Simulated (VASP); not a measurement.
# GaN (Cmc2_1) in VASP: single point with PBE

Aim: the single point of GaN with PBE.

Everything below comes from runs of VASP 6.6.1. Logs are shortened: lines on timing, memory, paths and dates and some standing lists are left out, and cuts for length are marked.

**1. The cell of the first run**

It takes space group Cmc2_1 (No. 36, orthorhombic). The conventional cell has a = 3.371 Å, b = 5.508 Å, c = 5.166 Å, α = 90.00°, β = 90.00°, γ = 90.00°. Ga (site symmetry m) has 4 N at 1.94 to 2.02 Å within 2.6 Å. Within 2.6 Å of N (site symmetry m) lie 4 Ga at 1.94 to 2.02 Å.

**2. Single point, PBE (strain +0.0600 x Voigt [1, 0, 0, 0, 0, 0])**

INCAR reads:

```
SYSTEM = GaN
PREC = Accurate
ENCUT = 520
EDIFF = 1E-6
ISMEAR = 0
SIGMA = 0.05
LREAL = .FALSE.
LASPH = .TRUE.
NELM = 100
ALGO = Normal
ISIF = 2
LWAVE = .FALSE.
LCHARG = .FALSE.
GGA = PE
NBANDS = 26
```

KPOINTS reads:

```
regular mesh
0
G
  12 12 6
  0 0 0
```

POSCAR reads:

```
GaN
1.0
    3.3707996401      0.0000000000      0.0000000000
   -1.6853998201      2.7539604900      0.0000000000
    0.0000000000      0.0000000000      5.1660000000
Ga N
2 2
Direct
    0.3333333333      0.6666666667      0.0000000000
    0.6666666667      0.3333333333      0.5000000000
    0.3333333333      0.6666666667      0.3750000000
    0.6666666667      0.3333333333      0.8750000000
```

Potentials or basis: VASP PAW PBE potentials, release 64 (Ga_d, N).

Started as:

```console
cat potpaw_PBE.64/Ga_d/POTCAR potpaw_PBE.64/N/POTCAR > POTCAR
mpirun -np 1 vasp_std > vasp.out
```

OUTCAR:

```text
SYSTEM = GaN
   PREC = Accurate
   ENCUT = 520
   EDIFF = 1E-6
   ISMEAR = 0
   LREAL = .FALSE.
   LASPH = .TRUE.
   NELM = 100
   ISIF = 2
   GGA = PE

 ion  position               nearest neighbor table
   1  0.333  0.667  0.000-   3 1.94   4 1.95   4 2.02   4 2.02
   2  0.667  0.333  0.500-   4 1.94   3 1.95   3 2.02   3 2.02
   3  0.333  0.667  0.375-   1 1.94   2 1.95   2 2.02   2 2.02
   4  0.667  0.333  0.875-   2 1.94   1 1.95   1 2.02   1 2.02

  Warning from LATTYP: Monoclinic adjustment (A1->A3, A2->A1, A3->A2)!
  LATTYP: Found a base centered orthorhombic cell.
 ALAT       =     3.3707996401
 B/A-ratio  =     1.6340101958
 C/A-ratio  =     1.5325740333

  Lattice vectors:

 A1 = (   1.6853998201,  -2.7539604900,   0.0000000000)
 A2 = (   1.6853998200,   2.7539604900,   0.0000000000)
 A3 = (   0.0000000000,   0.0000000000,   5.1660000000)

Analysis of symmetry for initial positions (statically):
=====================================================================
 Subroutine PRICEL returns:
 Original cell was already a primitive cell.

 Routine SETGRP: Setting up the symmetry group for a
 base centered orthorhombic supercell.

 Subroutine GETGRP returns: Found  4 space group operations
 (whereof  2 operations were pure point group operations)
 out of a pool of  8 trial point group operations.

The static configuration has the point symmetry C_1h.
 The point group associated with its full space group is C_2v.

Analysis of symmetry for dynamics (positions and initial velocities):
=====================================================================
 Subroutine PRICEL returns:
 Original cell was already a primitive cell.

 Routine SETGRP: Setting up the symmetry group for a
 base centered orthorhombic supercell.

 Subroutine GETGRP returns: Found  4 space group operations
 (whereof  2 operations were pure point group operations)
 out of a pool of  8 trial point group operations.

The dynamic configuration has the point symmetry C_1h.
 The point group associated with its full space group is C_2v.

 Subroutine INISYM returns: Found  4 space group operations
 (whereof  2 operations are pure point group operations),
 and found     1 'primitive' translations

----------------------------------------------------------------------------------------

                                     Primitive cell

  volume of cell :      47.9562

  direct lattice vectors                    reciprocal lattice vectors
     3.370799640  0.000000000  0.000000000     0.296665512  0.181556708  0.000000000
    -1.685399820  2.753960490  0.000000000     0.000000000  0.363113416  0.000000000
     0.000000000  0.000000000  5.166000000     0.000000000  0.000000000  0.193573364

  length of vectors
     3.370799640  3.228756871  5.166000000     0.347812110  0.363113416  0.193573364

  position of ions in fractional coordinates (direct lattice)
     0.333333333  0.666666667  0.000000000
     0.666666667  0.333333333  0.500000000
     0.333333333  0.666666667  0.375000000
     0.666666667  0.333333333  0.875000000

  ion indices of the primitive-cell ions
   primitive index   ion index
                 1           1
                 2           2
                 3           3
                 4           4

----------------------------------------------------------------------------------------

 KPOINTS: regular mesh

Automatic generation of k-mesh.
 Grid dimensions read from file:
 generate k-points for:   12   12    6

 Generating k-lattice:

  Cartesian coordinates                     Fractional coordinates (reciprocal lattice)
     0.024722126  0.015129726  0.000000000     0.083333333 -0.000000000  0.000000000
     0.000000000  0.030259451  0.000000000     0.000000000  0.083333333  0.000000000
     0.000000000  0.000000000  0.032262227     0.000000000  0.000000000  0.166666667

  Length of vectors
     0.028984343  0.030259451  0.032262227

  Shift w.r.t. Gamma in fractional coordinates (k-lattice)
     0.000000000  0.000000000  0.000000000

 Subroutine IBZKPT returns following result:
 ===========================================

 Found    172 irreducible k-points:

 Following reciprocal coordinates:
            Coordinates               Weight
  0.000000  0.000000  0.000000      1.000000
  0.083333 -0.000000  0.000000      4.000000
  0.166667  0.000000  0.000000      4.000000
  0.250000  0.000000  0.000000      4.000000
  0.333333 -0.000000  0.000000      4.000000
  0.416667 -0.000000  0.000000      4.000000
[... 16 lines left out ...]
  0.333333  0.166667  0.000000      4.000000
  0.416667  0.166667  0.000000      4.000000
 [... further k-points ...]
   k-points           NKPTS =    172   k-points in BZ     NKDIM =    172   number of bands    NBANDS=     26
   number of dos      NEDOS =    301   number of ions     NIONS =      4
   total plane-waves  NPLWV =  26880
   dimension x,y,z NGX =    28 NGY =   24 NGZ =   40
   dimension x,y,z NGXF=    56 NGYF=   48 NGZF=   80
   ions per type =               2   2
   NGX,Y,Z   is equivalent  to a cutoff of  13.81, 12.36, 12.87 a.u.
   NGXF,Y,Z  is equivalent  to a cutoff of  27.62, 24.71, 25.74 a.u.
 SYSTEM =  GaN
   PREC   = accura    normal or accurate (medium, high low for compatibility)
   ISTART =      0    job   : 0-new  1-cont  2-samecut
   ICHARG =      2    charge: 1-file 2-atom 10-const
   ISPIN  =      1    spin polarized calculation?
   LNONCOLLINEAR =      F non collinear calculations
   LSORBIT =      F    spin-orbit coupling
   LASPH  =      T    aspherical Exc in radial PAW
   ENCUT  =  520.0 eV  38.22 Ry    6.18 a.u.   6.27  6.00  9.61*2*pi/ulx,y,z
   NELM   =    100;   NELMIN=  2; NELMDL= -5     # of ELM steps
   EDIFF  = 0.1E-05   stopping-criterion for ELM
   LREAL  =      F    real-space projection
   EDIFFG = 0.1E-04   stopping-criterion for IOM
   NSW    =      0    number of steps for IOM
   IBRION =     -1    ionic relax: 0-MD 1-quasi-New 2-CG
   NFREE  =      0    steps in history (QN), initial steepest desc. (CG)
   ISIF   =      2    stress and relaxation
   ISYM   =      2    0-nonsym 1-usesym 2-fastsym
   POTIM  = 0.5000    time-step for ionic-motion
   TEBEG  =    0.0;   TEEND  =   0.0 temperature during run
   PSTRESS=    0.0 pullay stress
   NELECT =      36.0000    total number of electrons
   NUPDOWN=      -1.0000    fix difference up-down
   EMIN   =  10.00;   EMAX   =-10.00  energy-range for DOS
   EFERMI =   0.00;   METHOD = LEGACY
   ISMEAR =     0;   SIGMA  =   0.05  broadening in eV -4-tet -1-fermi 0-gaus
   EFERMI_NEDOS =   21; number of points for ismear=-14 and -15
   IALGO  =     38    algorithm
   IMIX   =      4    mixing-type and parameters
     AMIX     =   0.40;   BMIX     =  1.00
     AMIX_MAG =   1.60;   BMIX_MAG =  1.00
  volume/ion in A,a.u.               =      11.99        80.91
  Fermi-wavevector in a.u.,A,eV,Ry     =   1.487855  2.811639 30.119393  2.213713
  Thomas-Fermi vector in A             =   2.600963
   LORBIT       =      0    0 simple, 1 ext, 2 COOP (PROOUT), +10 PAW based schemes
   GGA     = PE    functional components
   LHFCALC =     F    Hartree Fock is set to
   AEXX    =    0.0000 exact exchange contribution
   IVDW    =     0    specifies the selected vdW correction
   LEPSILON=     F    determine dielectric tensor
   LRPA    =     F    only Hartree local field effects (RPA)
 non-spin polarized calculation
 Gauss-broadening in eV      SIGMA  =   0.05
  energy-cutoff  :      520.00
  volume of cell :       47.96
 maximum number of plane-waves:      1312
 NGX is ok and might be reduce to    28
   NGX = 13   NGY = 11   NGZ = 19

 number of electron      36.0000004 magnetization

 Free energy of the ion-electron system (eV)
  ---------------------------------------------------
  ext. energy  EPLUGINS =         0.00000000
  ---------------------------------------------------
  free energy    TOTEN  =       -24.21461323 eV

  energy without entropy =      -24.21461323  energy(sigma->0) =      -24.21461323

 E-fermi :   5.0741     XC(G=0): -11.4107

 val. band max:        4.8775632184   @ k =   0.0000   0.0000   0.0000
 cond. band min:       6.3875179542   @ k =   0.0000   0.0000   0.0000
 fundamental gap:      1.5099547358
 Fermi energy:         5.0740990281

 k-point     1 :       0.0000    0.0000    0.0000
  band No.  band energies     occupation
      1     -10.7888      2.00000
      2     -10.0117      2.00000
      3      -8.6183      2.00000
      4      -8.6022      2.00000
      5      -8.5819      2.00000
      6      -8.5455      2.00000
[... 18 lines left out ...]
     25      15.7106      0.00000
     26      16.5992      0.00000

 k-point     2 :       0.0833   -0.0000    0.0000
  band No.  band energies     occupation
      1     -10.7321      2.00000
      2     -10.0004      2.00000
      3      -8.6109      2.00000
      4      -8.5869      2.00000
      5      -8.5702      2.00000
      6      -8.5367      2.00000
[... 18 lines left out ...]
     25      15.8154      0.00000
     26      16.5483      0.00000

 k-point     3 :       0.1667    0.0000    0.0000
  band No.  band energies     occupation
      1     -10.5793      2.00000
      2      -9.9730      2.00000
      3      -8.5933      2.00000
      4      -8.5650      2.00000
      5      -8.5267      2.00000
      6      -8.4995      2.00000
[... 18 lines left out ...]
     25      15.9912      0.00000
     26      16.7273      0.00000

 k-point     4 :       0.2500    0.0000    0.0000
  band No.  band energies     occupation
      1     -10.3811      2.00000
      2      -9.9428      2.00000
      3      -8.5752      2.00000
      4      -8.5485      2.00000
      5      -8.4901      2.00000
      6      -8.4550      2.00000
[... 18 lines left out ...]
     25      15.9259      0.00000
     26      17.1316      0.00000
[... 496 lines left out ...]
      1     -10.1251      2.00000
      2      -9.9134      2.00000
      3      -8.5673      2.00000
      4      -8.5206      2.00000
      5      -8.4438      2.00000
      6      -8.4338      2.00000
[... 18 lines left out ...]
     25      15.4183      0.00000
     26      18.3587      0.00000

 k-point    23 :       0.3333    0.1667    0.0000
  band No.  band energies     occupation
      1     -10.0410      2.00000
      2      -9.9102      2.00000
      3      -8.5764      2.00000
      4      -8.5128      2.00000
      5      -8.4337      2.00000
      6      -8.4164      2.00000
[... 18 lines left out ...]
     25      15.5694      0.00000
     26      18.1154      0.00000

 k-point    24 :       0.4167    0.1667    0.0000
  band No.  band energies     occupation
      1     -10.0159      2.00000
      2      -9.9117      2.00000
      3      -8.5802      2.00000
      4      -8.5119      2.00000
      5      -8.4299      2.00000
      6      -8.4102      2.00000
[... 18 lines left out ...]
     25      16.5572      0.00000
     26      17.5293      0.00000

 [... further k-points ...]

------------------------ aborting loop because EDIFF is reached ----------------------------------------

  FORCE on cell =-STRESS in cart. coord.  units (eV):
  Direction    XX          YY          ZZ          XY          YZ          ZX
  --------------------------------------------------------------------------------------
  -------------------------------------------------------------------------------------
  Total       -4.0296708      0.4069610      1.5397412     -0.0000000      0.0000000      0.0000000
  in kB     -134.6279095     13.5962262     51.4414568     -0.0000000      0.0000000      0.0000000
  external PRESSURE =     -23.1967422 kB  Pullay stress =       0.0000000 kB

 VOLUME and BASIS-vectors are now :
 -----------------------------------------------------------------------------
  energy-cutoff  :      520.00
  volume of cell :       47.96
      direct lattice vectors                 reciprocal lattice vectors
     3.370799640  0.000000000  0.000000000     0.296665512  0.181556708  0.000000000
    -1.685399820  2.753960490  0.000000000     0.000000000  0.363113416  0.000000000
     0.000000000  0.000000000  5.166000000     0.000000000  0.000000000  0.193573364

 POSITION                                       TOTAL-FORCE (eV/Angst)
 -----------------------------------------------------------------------------------
     -0.00000      1.83597      0.00000         0.000000     -0.337865     -0.356785
      1.68540      0.91799      2.58300        -0.000000      0.337865     -0.356785
     -0.00000      1.83597      1.93725         0.000000     -0.427423      0.356785
      1.68540      0.91799      4.52025        -0.000000      0.427423      0.356785
 -----------------------------------------------------------------------------------
    total drift:                               -0.000000     -0.000000     -0.000117

  FREE ENERGIE OF THE ION-ELECTRON SYSTEM (eV)
  ---------------------------------------------------
  free  energy   TOTEN  =       -24.2146132299 eV

  energy  without entropy=      -24.2146132299  energy(sigma->0) =      -24.21461323
```

Wall time 5.8 min (1 thread of AMD EPYC 7R13, shared host); peak memory 0.27 GiB.

Results:

```
Free energy            : -24.2146 eV
Pressure               : -2.3 GPa
Largest force          : 0.557 eV/Å
Band gap on the k mesh : 1.51 eV, direct
```

Forces on the atoms (eV/Å):
```
Ga   0.000 -0.338 -0.357
Ga   0.000  0.338 -0.357
N    0.000 -0.427  0.357
N    0.000  0.427  0.357
```

Stress tensor (GPa, compression positive):
```
-13.46   0.00   0.00
  0.00   1.36   0.00
  0.00   0.00   5.14
```

Levels at points of the mesh, in eV from the valence-band top:
| k point | band 15 | band 16 | band 17 | band 18 | band 19 | band 20 | band 21 | band 22 |
| --- | --- | --- | --- | --- | --- | --- | --- | --- |
| (0.00, 0.00, 0.00) | -1.10 | -0.18 | -0.07 | 0.00 | 1.51 | 3.55 | 8.90 | 9.01 |
| (0.50, 0.00, 0.00) | -4.21 | -2.59 | -2.14 | -0.80 | 4.99 | 5.37 | 5.99 | 7.99 |
| (0.00, 0.50, 0.00) | -3.92 | -3.10 | -2.22 | -1.19 | 4.04 | 4.79 | 6.22 | 8.48 |
| (0.00, 0.00, 0.50) | -0.74 | -0.74 | -0.55 | -0.55 | 3.72 | 3.72 | 8.30 | 8.30 |
| (0.50, 0.00, 0.50) | -1.86 | -1.86 | -1.71 | -1.71 | 4.35 | 4.35 | 7.50 | 7.50 |
| (0.00, 0.50, 0.50) | -2.23 | -2.23 | -1.73 | -1.73 | 3.92 | 3.92 | 7.46 | 7.46 |

Caveat: the cell differs from its parent crystal (strain +0.0600 x Voigt [1, 0, 0, 0, 0, 0]).
